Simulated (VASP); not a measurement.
# Ti2Al6H in VASP: single point with PBE+D3(BJ)

Aim: the single point of Ti2Al6H with PBE+D3(BJ).

All numbers are computed with VASP 6.6.1; they aren't measurements. Logs are shortened: lines on timing, memory, paths and dates and some standing lists are left out, and cuts for length are marked.

## Step 1: The cell of the first run

The cell holds a slab with vacuum, 9 atoms: a = 5.024 Å, b = 5.024 Å, c = 21.219 Å, α = 90.00°, β = 90.00°, γ = 64.55°.

## Step 2: Single point, PBE+D3(BJ)

INCAR reads:

```
ALGO     = Normal         # electronic algorithm
DIPOL    = 0.5 0.5 0.309
EDIFF    = 1E-6           # SCF threshold, eV
ENCUT    = 520            # plane-wave cutoff, eV
GGA      = PE             # functional
IDIPOL   = 3            
ISIF     = 2              # what is computed and relaxed
ISMEAR   = 0              # smearing method
IVDW     = 12             # dispersion correction
LASPH    = True           # aspherical terms in the spheres
LCHARG   = False          # write CHGCAR
LDIPOL   = True         
LREAL    = False          # projectors in reciprocal space
LWAVE    = False          # write WAVECAR
NBANDS   = 32             # bands
NELM     = 60             # most SCF steps
PREC     = Accurate       # precision mode
SIGMA    = 0.1            # smearing width, eV
```

KPOINTS reads:

```
k-points
0
Gamma
  6 6 1
```

POSCAR reads:

```
Ti2Al6H
1.0
    5.0241861190      0.0000000000      0.0000000000
    2.1588814530      4.5367033218      0.0000000000
    0.0000000000      0.0000000000     21.2187109014
Al Ti H
6 2 1
Direct
    0.5000000000      0.0000000000      0.1885128658
    0.0000000000      0.5000000000      0.1885128658
    0.0000000000      0.0000000000      0.2517328341
    0.0000000000      0.5000000000      0.3193548961
    0.5000000000      0.0000000000      0.3193548961
    0.5000000000      0.5000000000      0.3826203646
    0.5000000000      0.5000000000      0.2517328341
    0.0000000000      0.0000000000      0.3797002555
    0.5000000000      0.8333333333      0.5004409057
```

Potentials or basis: VASP PAW PBE potentials, release 64 (Al, Ti_sv, H).

Run with:

```
$ cat potpaw_PBE.64/Al/POTCAR potpaw_PBE.64/Ti_sv/POTCAR potpaw_PBE.64/H/POTCAR > POTCAR
$ mpirun -np 1 vasp_std > vasp.out
```

OUTCAR:

```text
EDIFF = 1E-6
   ENCUT = 520
   GGA = PE
   ISIF = 2
   ISMEAR = 0
   IVDW = 12
   LASPH = True
   LREAL = False
   NELM = 60
   PREC = Accurate
 IVDW          = 12

 ion  position               nearest neighbor table
   1  0.500  0.000  0.189-   2 2.68   2 2.68   5 2.78   7 2.85   7 2.85   3 2.85   3 2.85
   2  0.000  0.500  0.189-   1 2.68   1 2.68   4 2.78   3 2.85   3 2.85   7 2.85   7 2.85
   3  0.000  0.000  0.252-   7 2.68   7 2.68   8 2.72   2 2.85   2 2.85   1 2.85   1 2.85   4 2.89
                             4 2.89   5 2.89   5 2.89
   4  0.000  0.500  0.319-   5 2.68   5 2.68   2 2.78   8 2.82   8 2.82   6 2.85   6 2.85   3 2.89
                             3 2.89   7 2.89   7 2.89
   5  0.500  0.000  0.319-   4 2.68   4 2.68   1 2.78   8 2.82   8 2.82   6 2.85   6 2.85   7 2.89
                             7 2.89   3 2.89   3 2.89
   6  0.500  0.500  0.383-   8 2.68   8 2.68   7 2.78   5 2.85   5 2.85   4 2.85   4 2.85
   7  0.500  0.500  0.252-   3 2.68   3 2.68   6 2.78   1 2.85   1 2.85   2 2.85   2 2.85   5 2.89
                             5 2.89   4 2.89   4 2.89
   8  0.000  0.000  0.380-   6 2.68   6 2.68   3 2.72   4 2.82   4 2.82   5 2.82   5 2.82
   9  0.500  0.833  0.500-

  LATTYP: Found a base centered orthorhombic cell.
 ALAT       =     5.3657849248
 B/A-ratio  =     1.5833231892
 C/A-ratio  =     3.9544467769

  Lattice vectors:

 A1 = (  -2.1588814530,  -4.5367033218,   0.0000000000)
 A2 = (   5.0241861190,   0.0000000000,   0.0000000000)
 A3 = (   0.0000000000,   0.0000000000,  21.2187109014)

Analysis of symmetry for initial positions (statically):
=====================================================================
 Subroutine PRICEL returns:
 Original cell was already a primitive cell.

 Routine SETGRP: Setting up the symmetry group for a
 base centered orthorhombic supercell.

 Subroutine GETGRP returns: Found  1 space group operations
 (whereof  1 operations were pure point group operations)
 out of a pool of  8 trial point group operations.

The static configuration has the point symmetry C_1 .

Analysis of symmetry for dynamics (positions and initial velocities):
=====================================================================
 Subroutine PRICEL returns:
 Original cell was already a primitive cell.

 Routine SETGRP: Setting up the symmetry group for a
 base centered orthorhombic supercell.

 Subroutine GETGRP returns: Found  1 space group operations
 (whereof  1 operations were pure point group operations)
 out of a pool of  8 trial point group operations.

The dynamic configuration has the point symmetry C_1 .

 Subroutine INISYM returns: Found  1 space group operations
 (whereof  1 operations are pure point group operations),
 and found     1 'primitive' translations

----------------------------------------------------------------------------------------

                                     Primitive cell

  volume of cell :     483.6432

  direct lattice vectors                    reciprocal lattice vectors
     5.024186119  0.000000000  0.000000000     0.199037212 -0.094715858  0.000000000
     2.158881453  4.536703322  0.000000000     0.000000000  0.220424376  0.000000000
     0.000000000  0.000000000 21.218710901     0.000000000  0.000000000  0.047128216

  length of vectors
     5.024186119  5.024186119 21.218710901     0.220424376  0.220424376  0.047128216

  position of ions in fractional coordinates (direct lattice)
     0.500000000  0.000000000  0.188512866
     1.000000000  0.500000000  0.188512866
     0.000000000  0.000000000  0.251732834
     1.000000000  0.500000000  0.319354896
     0.500000000  0.000000000  0.319354896
     0.500000000  0.500000000  0.382620365
     0.500000000  0.500000000  0.251732834
     0.000000000  0.000000000  0.379700255
     0.500000000  0.833333333  0.500440906

  ion indices of the primitive-cell ions
   primitive index   ion index
                 1           1
                 2           2
                 3           3
                 4           4
                 5           5
                 6           6
                 7           7
                 8           8
                 9           9

----------------------------------------------------------------------------------------

 KPOINTS: k-points

Automatic generation of k-mesh.
 Grid dimensions read from file:
 generate k-points for:    6    6    1

 Generating k-lattice:

  Cartesian coordinates                     Fractional coordinates (reciprocal lattice)
     0.033172869 -0.015785976  0.000000000     0.166666667 -0.000000000  0.000000000
     0.000000000  0.036737396  0.000000000     0.000000000  0.166666667  0.000000000
     0.000000000  0.000000000  0.047128216     0.000000000  0.000000000  1.000000000

  Length of vectors
     0.036737396  0.036737396  0.047128216

  Shift w.r.t. Gamma in fractional coordinates (k-lattice)
     0.000000000  0.000000000  0.000000000

 Subroutine IBZKPT returns following result:
 ===========================================

 Found     20 irreducible k-points:

 Following reciprocal coordinates:
            Coordinates               Weight
  0.000000  0.000000  0.000000      1.000000
  0.166667  0.000000  0.000000      2.000000
  0.000000 -0.166667  0.000000      2.000000
  0.333333  0.000000  0.000000      2.000000
  0.000000 -0.333333  0.000000      2.000000
  0.500000  0.000000  0.000000      1.000000
[... 12 lines left out ...]
 -0.333333  0.333333  0.000000      2.000000
  0.500000  0.500000  0.000000      1.000000
   k-points           NKPTS =     20   k-points in BZ     NKDIM =     20   number of bands    NBANDS=     32
   number of dos      NEDOS =    301   number of ions     NIONS =      9
   total plane-waves  NPLWV = 256000
   dimension x,y,z NGX =    40 NGY =   40 NGZ =  160
   dimension x,y,z NGXF=    80 NGYF=   80 NGZF=  320
   ions per type =               6   2   1
   NGX,Y,Z   is equivalent  to a cutoff of  13.24, 13.24, 12.54 a.u.
   NGXF,Y,Z  is equivalent  to a cutoff of  26.47, 26.47, 25.07 a.u.
 SYSTEM =  unknown system
   PREC   = accura    normal or accurate (medium, high low for compatibility)
   ISTART =      0    job   : 0-new  1-cont  2-samecut
   ICHARG =      2    charge: 1-file 2-atom 10-const
   ISPIN  =      1    spin polarized calculation?
   LNONCOLLINEAR =      F non collinear calculations
   LSORBIT =      F    spin-orbit coupling
   LASPH  =      T    aspherical Exc in radial PAW
   ENCUT  =  520.0 eV  38.22 Ry    6.18 a.u.   9.34  9.34 39.45*2*pi/ulx,y,z
   NELM   =     60;   NELMIN=  2; NELMDL= -5     # of ELM steps
   EDIFF  = 0.1E-05   stopping-criterion for ELM
   LREAL  =      F    real-space projection
[... 7 lines left out ...]
   TEBEG  =    0.0;   TEEND  =   0.0 temperature during run
   PSTRESS=    0.0 pullay stress
   NELECT =      43.0000    total number of electrons
   NUPDOWN=      -1.0000    fix difference up-down
   EMIN   =  10.00;   EMAX   =-10.00  energy-range for DOS
   EFERMI =   0.00;   METHOD = LEGACY
   ISMEAR =     0;   SIGMA  =   0.10  broadening in eV -4-tet -1-fermi 0-gaus
   EFERMI_NEDOS =   21; number of points for ismear=-14 and -15
   IALGO  =     38    algorithm
   IMIX   =      4    mixing-type and parameters
     AMIX     =   0.40;   BMIX     =  1.00
     AMIX_MAG =   1.60;   BMIX_MAG =  1.00
  volume/ion in A,a.u.               =      53.74       362.64
  Fermi-wavevector in a.u.,A,eV,Ry     =   0.730672  1.380770  7.263905  0.533882
  Thomas-Fermi vector in A             =   1.822700
   LORBIT       =      0    0 simple, 1 ext, 2 COOP (PROOUT), +10 PAW based schemes
   GGA     = PE    functional components
   LHFCALC =     F    Hartree Fock is set to
   AEXX    =    0.0000 exact exchange contribution
   IVDW    =    12    specifies the selected vdW correction
   LEPSILON=     F    determine dielectric tensor
   LRPA    =     F    only Hartree local field effects (RPA)
 non-spin polarized calculation
 Gauss-broadening in eV      SIGMA  =   0.10
  energy-cutoff  :      520.00
  volume of cell :      483.64
 maximum number of plane-waves:     13072
 NGX is ok and might be reduce to    40
   NGX = 19   NGY = 19   NGZ = 79

 dipolmoment           0.000000      0.000000     -0.065563 electrons x Angstroem

 number of electron      43.0000009 magnetization

 dipolmoment           0.000000      0.000000      0.200994 electrons x Angstroem

 Free energy of the ion-electron system (eV)
  ---------------------------------------------------
  ext. energy  EPLUGINS =         0.00000000
  ---------------------------------------------------
  free energy    TOTEN  =       -37.49619830 eV

  energy without entropy =      -37.46629149  energy(sigma->0) =      -37.48124489

 E-fermi :  -1.3353     XC(G=0):  -4.0264

 val. band max:       -1.3582489314   @ k =   0.0000   0.5000   0.0000
 cond. band min:      -1.3224079808   @ k =   0.1667   0.1667   0.0000
 fundamental gap:      0.0358409507
 Fermi energy:        -1.3353155884

 k-point     1 :       0.0000    0.0000    0.0000
  band No.  band energies     occupation
      1     -58.3337      2.00000
      2     -57.9488      2.00000
      3     -34.7536      2.00000
      4     -34.6054      2.00000
      5     -34.4779      2.00000
      6     -34.3703      2.00000
[... 24 lines left out ...]
     31       1.2571      0.00000
     32       1.4950      0.00000

 k-point     2 :       0.1667    0.0000    0.0000
  band No.  band energies     occupation
      1     -58.3337      2.00000
      2     -57.9488      2.00000
      3     -34.7536      2.00000
      4     -34.6056      2.00000
      5     -34.4783      2.00000
      6     -34.3702      2.00000
[... 24 lines left out ...]
     31       1.5805      0.00000
     32       1.7741      0.00000

 k-point     3 :       0.0000   -0.1667    0.0000
  band No.  band energies     occupation
      1     -58.3337      2.00000
      2     -57.9488      2.00000
      3     -34.7536      2.00000
      4     -34.6056      2.00000
      5     -34.4783      2.00000
      6     -34.3702      2.00000
[... 24 lines left out ...]
     31       1.5934      0.00000
     32       1.7658      0.00000

 k-point     4 :       0.3333    0.0000    0.0000
  band No.  band energies     occupation
      1     -58.3337      2.00000
      2     -57.9488      2.00000
      3     -34.7535      2.00000
      4     -34.6059      2.00000
      5     -34.4790      2.00000
      6     -34.3699      2.00000
[... 514 lines left out ...]
     31       1.7710      0.00000
     32       1.9764      0.00000

 k-point    19 :      -0.3333    0.3333    0.0000
  band No.  band energies     occupation
      1     -58.3337      2.00000
      2     -57.9488      2.00000
      3     -34.7535      2.00000
      4     -34.6062      2.00000
      5     -34.4792      2.00000
      6     -34.3698      2.00000
[... 24 lines left out ...]
     31       1.4652      0.00000
     32       2.1554      0.00000

 k-point    20 :       0.5000    0.5000    0.0000
  band No.  band energies     occupation
      1     -58.3337      2.00000
      2     -57.9488      2.00000
      3     -34.7534      2.00000
      4     -34.6065      2.00000
      5     -34.4783      2.00000
      6     -34.3701      2.00000
[... 24 lines left out ...]
     31       1.8799      0.00000
     32       2.0424      0.00000

------------------------ aborting loop because EDIFF is reached ----------------------------------------

 vacuum level on the upper side and lower side of the slab       (xc-potential included)         0.608        -0.931

 Edisp (eV)   -2.04196

 E8    (eV) :    -0.9702

  FORCE on cell =-STRESS in cart. coord.  units (eV):
  Direction    XX          YY          ZZ          XY          YZ          ZX
  --------------------------------------------------------------------------------------
  -------------------------------------------------------------------------------------
  Total      -5.23921    -3.08492    -4.64311    -1.91276    -0.54538    -0.85616
  in kB     -17.35607   -10.21949   -15.38136    -6.33646    -1.80669    -2.83621
  external pressure =      -14.32 kB  Pullay stress =        0.00 kB

 VOLUME and BASIS-vectors are now :
 -----------------------------------------------------------------------------
  energy-cutoff  :      520.00
  volume of cell :      483.64
      direct lattice vectors                 reciprocal lattice vectors
     5.024186119  0.000000000  0.000000000     0.199037212 -0.094715858  0.000000000
     2.158881453  4.536703322  0.000000000     0.000000000  0.220424376  0.000000000
     0.000000000  0.000000000 21.218710901     0.000000000  0.000000000  0.047128216

 POSITION                                       TOTAL-FORCE (eV/Angst)
 -----------------------------------------------------------------------------------
      2.51209      0.00000      4.00000         0.009664     -0.078083      0.509537
      1.07944      2.26835      4.00000        -0.058929      0.026997      0.536464
      0.00000      0.00000      5.34145        -0.020618      0.023672     -0.558401
      1.07944      2.26835      6.77630         0.069613     -0.013532      0.059281
      2.51209      0.00000      6.77630         0.004602      0.034051     -0.161433
      3.59153      2.26835      8.11871         0.081693      0.163334      0.460107
      3.59153      2.26835      5.34145         0.046976      0.087213     -0.375908
      0.00000      0.00000      8.05675         0.216167     -0.073691      0.725274
      4.31116      3.78059     10.61871        -0.349169     -0.169960     -1.194919
 -----------------------------------------------------------------------------------
    total drift:                               -0.000014      0.000022     -0.000173

  FREE ENERGIE OF THE ION-ELECTRON SYSTEM (eV)
  ---------------------------------------------------
  free  energy   TOTEN  =       -39.5381607375 eV

  energy  without entropy=      -39.5082539322  energy(sigma->0) =      -39.52320733

 vacuum level on the upper side and lower side of the slab         4.308         2.718
```

Wall time 6.5 min (1 thread of Intel Xeon 6975P-C (Granite Rapids), shared host); peak memory 0.68 GiB.

What came out:

| Quantity | Value |
| --- | --- |
| Free energy | -39.5382 eV |
| Largest force | 1.256 eV/Å |
| Band gap on the k mesh | zero (an odd number of electrons rules out a gap without spin polarisation) |
| Dispersion energy per atom | -0.227 eV |

Forces in eV/Å, atoms in the order of the input:
```
Al   0.010 -0.078  0.510
Al  -0.059  0.027  0.536
Al  -0.021  0.024 -0.558
Al   0.070 -0.014  0.059
Al   0.005  0.034 -0.161
Al   0.082  0.163  0.460
Ti   0.047  0.087 -0.376
Ti   0.216 -0.074  0.725
H   -0.349 -0.170 -1.195
```
